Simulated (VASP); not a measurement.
AlFe:

```
Al Fe
1.0
     2.93382    0.00000    0.00000
     0.00000    2.93382    0.00000
     0.00000    0.00000    2.93382
Al Fe
1 1
Direct
  0.00000 0.00000 0.00000
  0.50000 0.50000 0.50000
```

| Item | Value |
| --- | --- |
| Program | VASP 6.6.1 |
| Task | relaxation of cell and atoms |
| Functional | PBEsol |
| Potentials or basis | VASP PAW PBE potentials, release 64 (Al, Fe) |
| Cutoff | 600 eV |
| k mesh | 6 × 6 × 6, shifted |
| Occupations | fermi-dirac, width 0.1 eV |
| Spin | no spin polarisation |
| Hubbard terms | Fe d U = 6.0 eV |

At the start: pressure -13.9 GPa; volume 12.63 Å³/atom.

Question: How do energy, volume and symmetry change on relaxing?

Answer: Over 3 steps the energy falls by 56.3 meV/atom and the volume is 11.43 Å³/atom (-9.5 %); space group Pm-3m (No. 221, to 0.1 Å) before and after.

Step by step:
| step | energy change (eV) | largest force (eV/Å) | pressure (GPa) | volume (Å³) |
| --- | --- | --- | --- | --- |
| 1 | 0.0000 | 0.0000 | -13.88 | 25.25 |
| 2 | -0.0649 | 0.0000 | 11.49 | 21.46 |
| 3 | -0.1126 | 0.0000 | -0.01 | 22.86 |

Final structure:
```yaml
crystal:
  lattice:
    - [2.83790, 0.00000, 0.00000]
    - [0.00000, 2.83790, 0.00000]
    - [0.00000, 0.00000, 2.83790]
  atoms:
    - { symbol: Al, position: [0.00000, 0.00000, 0.00000] }
    - { symbol: Fe, position: [0.50000, 0.50000, 0.50000] }
```

Caveat: the PAW data sets were made with another functional, which shifts forces and pressure a little; the run has no spin polarisation, though such a crystal can be magnetic; U without spin polarisation on a metal has little footing; the U is typed as a test and isn't derived for this compound.
